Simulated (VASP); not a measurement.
# Cs (Im-3m) in VASP: further runs

Runs on Cs. Level: PBE. Tasks: electric field gradients.

Program: VASP 6.6.1. These are calculated values, not measurements. Logs are shortened: lines on timing, memory, paths and dates and some standing lists are left out, and cuts for length are marked.

## 1. The cell of the first run

Symmetry: Im-3m, No. 229, cubic system. Conventional cell: a = 5.923 Å, b = 5.923 Å, c = 5.923 Å, α = 90.00°, β = 90.00°, γ = 90.00°.

## 2. Electric field gradients, PBE (volume scaled by 0.9405)

INCAR reads:

```
SYSTEM = Cs
  PREC = Accurate
  ENCUT = 520
  EDIFF = 1E-8
  ISMEAR = -1
  SIGMA = 0.05
  LREAL = .FALSE.
  LASPH = .TRUE.
  NELM = 80
  ALGO = Normal
  ISIF = 2
  LWAVE = .FALSE.
  LCHARG = .FALSE.
  GGA = PE
  LEFG = .TRUE.
  NBANDS = 10
```

KPOINTS reads:

```
regular mesh
0
G
  9 9 9
  0 0 0
```

POSCAR reads:

```
Cs
1.0
   -2.9613238849      2.9613238849      2.9613238849
    2.9613238849     -2.9613238849      2.9613238849
    2.9613238849      2.9613238849     -2.9613238849
Cs
1
Direct
    0.0000000000      0.0000000000      0.0000000000
```

Potentials or basis: VASP PAW PBE potentials, release 64 (Cs_sv).

Command:

```
> cat potpaw_PBE.64/Cs_sv/POTCAR > POTCAR
> mpirun -np 1 vasp_std > vasp.out
```

OUTCAR:

```text
SYSTEM = Cs
   PREC = Accurate
   ENCUT = 520
   EDIFF = 1E-8
   ISMEAR = -1
   LREAL = .FALSE.
   LASPH = .TRUE.
   NELM = 80
   ISIF = 2
   GGA = PE

 ion  position               nearest neighbor table
   1  0.000  0.000  0.000-

  LATTYP: Found a body centered cubic cell.
 ALAT       =     5.9226477698

  Lattice vectors:

 A1 = (  -2.9613238849,   2.9613238849,   2.9613238849)
 A2 = (   2.9613238849,  -2.9613238849,   2.9613238849)
 A3 = (   2.9613238849,   2.9613238849,  -2.9613238849)

Analysis of symmetry for initial positions (statically):
=====================================================================
 Subroutine PRICEL returns:
 Original cell was already a primitive cell.

 Routine SETGRP: Setting up the symmetry group for a
 body centered cubic supercell.

 Subroutine GETGRP returns: Found 48 space group operations
 (whereof 48 operations were pure point group operations)
 out of a pool of 48 trial point group operations.

The static configuration has the point symmetry O_h .

Analysis of symmetry for dynamics (positions and initial velocities):
=====================================================================
 Subroutine PRICEL returns:
 Original cell was already a primitive cell.

 Routine SETGRP: Setting up the symmetry group for a
 body centered cubic supercell.

 Subroutine GETGRP returns: Found 48 space group operations
 (whereof 48 operations were pure point group operations)
 out of a pool of 48 trial point group operations.

The dynamic configuration has the point symmetry O_h .

 Subroutine INISYM returns: Found 48 space group operations
 (whereof 48 operations are pure point group operations),
 and found     1 'primitive' translations

----------------------------------------------------------------------------------------

                                     Primitive cell

  volume of cell :     103.8766

  direct lattice vectors                    reciprocal lattice vectors
    -2.961323885  2.961323885  2.961323885     0.000000000  0.168843402  0.168843402
     2.961323885 -2.961323885  2.961323885     0.168843402  0.000000000  0.168843402
     2.961323885  2.961323885 -2.961323885     0.168843402  0.168843402  0.000000000

  length of vectors
     5.129163426  5.129163426  5.129163426     0.238780629  0.238780629  0.238780629

  position of ions in fractional coordinates (direct lattice)
     0.000000000  0.000000000  0.000000000

  ion indices of the primitive-cell ions
   primitive index   ion index
                 1           1

----------------------------------------------------------------------------------------

 KPOINTS: regular mesh

Automatic generation of k-mesh.
 Grid dimensions read from file:
 generate k-points for:    9    9    9

 Generating k-lattice:

  Cartesian coordinates                     Fractional coordinates (reciprocal lattice)
     0.000000000  0.018760378  0.018760378     0.111111111  0.000000000  0.000000000
     0.018760378  0.000000000  0.018760378     0.000000000  0.111111111  0.000000000
     0.018760378  0.018760378  0.000000000     0.000000000  0.000000000  0.111111111

  Length of vectors
     0.026531181  0.026531181  0.026531181

  Shift w.r.t. Gamma in fractional coordinates (k-lattice)
     0.000000000  0.000000000  0.000000000

 Subroutine IBZKPT returns following result:
 ===========================================

 Found     35 irreducible k-points:

 Following reciprocal coordinates:
            Coordinates               Weight
  0.000000  0.000000  0.000000      1.000000
  0.111111  0.000000  0.000000     12.000000
  0.222222  0.000000  0.000000     12.000000
  0.333333  0.000000  0.000000     12.000000
  0.444444  0.000000  0.000000     12.000000
  0.111111  0.111111  0.000000     24.000000
[... 16 lines left out ...]
 -0.333333  0.444444  0.111111     48.000000
 -0.444444 -0.444444  0.111111     24.000000
 [... further k-points ...]
   k-points           NKPTS =     35   k-points in BZ     NKDIM =     35   number of bands    NBANDS=     10
   number of dos      NEDOS =    301   number of ions     NIONS =      1
   total plane-waves  NPLWV =  64000
   dimension x,y,z NGX =    40 NGY =   40 NGZ =   40
   dimension x,y,z NGXF=    80 NGYF=   80 NGZF=   80
   ions per type =               1
   NGX,Y,Z   is equivalent  to a cutoff of  12.96, 12.96, 12.96 a.u.
   NGXF,Y,Z  is equivalent  to a cutoff of  25.93, 25.93, 25.93 a.u.
 SYSTEM =  Cs
   PREC   = accura    normal or accurate (medium, high low for compatibility)
   ISTART =      0    job   : 0-new  1-cont  2-samecut
   ICHARG =      2    charge: 1-file 2-atom 10-const
   ISPIN  =      1    spin polarized calculation?
   LNONCOLLINEAR =      F non collinear calculations
   LSORBIT =      F    spin-orbit coupling
   LASPH  =      T    aspherical Exc in radial PAW
   ENCUT  =  520.0 eV  38.22 Ry    6.18 a.u.   9.54  9.54  9.54*2*pi/ulx,y,z
   NELM   =     80;   NELMIN=  2; NELMDL= -5     # of ELM steps
   EDIFF  = 0.1E-07   stopping-criterion for ELM
   LREAL  =      F    real-space projection
   EDIFFG = 0.1E-06   stopping-criterion for IOM
   NSW    =      0    number of steps for IOM
   IBRION =     -1    ionic relax: 0-MD 1-quasi-New 2-CG
   NFREE  =      0    steps in history (QN), initial steepest desc. (CG)
   ISIF   =      2    stress and relaxation
   ISYM   =      2    0-nonsym 1-usesym 2-fastsym
   POTIM  = 0.5000    time-step for ionic-motion
   TEBEG  =    0.0;   TEEND  =   0.0 temperature during run
   PSTRESS=    0.0 pullay stress
   NELECT =       9.0000    total number of electrons
   NUPDOWN=      -1.0000    fix difference up-down
   EMIN   =  10.00;   EMAX   =-10.00  energy-range for DOS
   EFERMI =   0.00;   METHOD = LEGACY
   ISMEAR =    -1;   SIGMA  =   0.05  broadening in eV -4-tet -1-fermi 0-gaus
   EFERMI_NEDOS =   21; number of points for ismear=-14 and -15
   IALGO  =     38    algorithm
   IMIX   =      4    mixing-type and parameters
     AMIX     =   0.40;   BMIX     =  1.00
     AMIX_MAG =   1.60;   BMIX_MAG =  1.00
  volume/ion in A,a.u.               =     103.88       700.99
  Fermi-wavevector in a.u.,A,eV,Ry     =   0.724408  1.368932  7.139883  0.524767
  Thomas-Fermi vector in A             =   1.814870
   LORBIT       =      0    0 simple, 1 ext, 2 COOP (PROOUT), +10 PAW based schemes
   GGA     = PE    functional components
[... 5 lines left out ...]
 non-spin polarized calculation
  energy-cutoff  :      520.00
  volume of cell :      103.88
 maximum number of plane-waves:      2817
 NGX is ok and might be reduce to    40
   NGX = 19   NGY = 19   NGZ = 19

 number of electron       9.0000001 magnetization

 Free energy of the ion-electron system (eV)
  ---------------------------------------------------
  ext. energy  EPLUGINS =         0.00000000
  ---------------------------------------------------
  free energy    TOTEN  =        -0.84693442 eV

  energy without entropy =       -0.83692345  energy(sigma->0) =       -0.84192893

 E-fermi :   0.7230     XC(G=0):  -5.6699

 val. band max:        0.6200031416   @ k =   0.4444   0.0000   0.0000
 cond. band min:       0.7254117615   @ k =  -0.3333   0.4444   0.1111
 fundamental gap:      0.1054086198
 Fermi energy:         0.7229738132

 k-point     1 :       0.0000    0.0000    0.0000
  band No.  band energies     occupation
      1     -23.0849      2.00000
      2      -9.8091      2.00000
      3      -9.8091      2.00000
      4      -9.8091      2.00000
      5      -1.0599      2.00000
      6       3.2746      0.00000
      7       3.2746      0.00000
      8       3.2746      0.00000
      9       4.2076      0.00000
     10       4.2076      0.00000

 k-point     2 :       0.1111    0.0000    0.0000
  band No.  band energies     occupation
      1     -23.0837      2.00000
      2      -9.8328      2.00000
      3      -9.8166      2.00000
      4      -9.8092      2.00000
      5      -0.9090      2.00000
      6       3.1170      0.00000
      7       3.1262      0.00000
      8       3.4279      0.00000
      9       4.0000      0.00000
     10       4.1812      0.00000
[... 274 lines left out ...]
 k-point    24 :      -0.4444   -0.4444    0.1111
  band No.  band energies     occupation
      1     -23.0720      2.00000
      2      -9.9825      2.00000
      3      -9.9010      2.00000
      4      -9.8398      2.00000
      5       1.1071      0.00092
      6       1.5959      0.00000
      7       2.3596      0.00000
      8       3.4498      0.00000
      9       4.5224      0.00000
     10       5.4157      0.00000

 [... further k-points ...]
[... 5 lines left out ...]
  --------------------------------------------------------------------------------------
  -------------------------------------------------------------------------------------
  Total        0.1779635      0.1779635      0.1779635     -0.0000000     -0.0000000     -0.0000000
  in kB        2.7448831      2.7448831      2.7448831     -0.0000000     -0.0000000     -0.0000000
  external PRESSURE =       2.7448831 kB  Pullay stress =       0.0000000 kB

 VOLUME and BASIS-vectors are now :
 -----------------------------------------------------------------------------
  energy-cutoff  :      520.00
  volume of cell :      103.88
      direct lattice vectors                 reciprocal lattice vectors
    -2.961323885  2.961323885  2.961323885     0.000000000  0.168843402  0.168843402
     2.961323885 -2.961323885  2.961323885     0.168843402  0.000000000  0.168843402
     2.961323885  2.961323885 -2.961323885     0.168843402  0.168843402  0.000000000

 POSITION                                       TOTAL-FORCE (eV/Angst)
 -----------------------------------------------------------------------------------
      0.00000      0.00000      0.00000         0.000000      0.000000      0.000000
 -----------------------------------------------------------------------------------
    total drift:                                0.000000     -0.000000     -0.000000

  FREE ENERGIE OF THE ION-ELECTRON SYSTEM (eV)
  ---------------------------------------------------
  free  energy   TOTEN  =        -0.8469344202 eV

  energy  without entropy=       -0.8369234471  energy(sigma->0) =       -0.84192893

 Electric field gradients (V/A^2)
---------------------------------------------------------------------
 ion       V_xx      V_yy      V_zz      V_xy      V_xz      V_yz
---------------------------------------------------------------------
   1      -0.000     0.000     0.000    -0.000    -0.000    -0.000
---------------------------------------------------------------------

 Electric field gradients after diagonalization (V/A^2)
 (convention: |V_zz| > |V_xx| > |V_yy|)
----------------------------------------------------------------------
 ion       V_xx      V_yy      V_zz     asymmetry (V_yy - V_xx)/ V_zz
----------------------------------------------------------------------
   1       0.000     0.000    -0.001       0.000
----------------------------------------------------------------------

           NMR quadrupolar parameters

 Cq : quadrupolar parameter    Cq=e*Q*V_zz/h
 eta: asymmetry parameters     (V_yy - V_xx)/ V_zz
 Q  : nuclear electric quadrupole moment in mb (millibarn)
----------------------------------------------------------------------
 ion       Cq(MHz)       eta       Q (mb)
----------------------------------------------------------------------
   1      -0.000       0.000       1.000
----------------------------------------------------------------------
```

Run time: 25 s. Hardware: 1 thread of Intel Xeon Platinum 8259CL at 2.50GHz (Skylake/Cascade Lake), shared host; peak memory 0.24 GiB.

Results:

```
Free energy : -0.8469 eV
Pressure    : 0.3 GPa
```

Levels at points of the mesh, in eV from the Fermi level:
| k point | band 1 | band 2 | band 3 | band 4 | band 5 | band 6 | band 7 | band 8 |
| --- | --- | --- | --- | --- | --- | --- | --- | --- |
| (0.00, 0.00, 0.00) | -23.81 | -10.53 | -10.53 | -10.53 | -1.78 | 2.55 | 2.55 | 2.55 |

Caveat: without QUAD_EFG the Cq values of the log hold for a quadrupole moment of 1 mb, not for the nuclei; spin-orbit coupling is left out, which moves the levels of the heavy elements.

(Continued in part 2 of 3.)
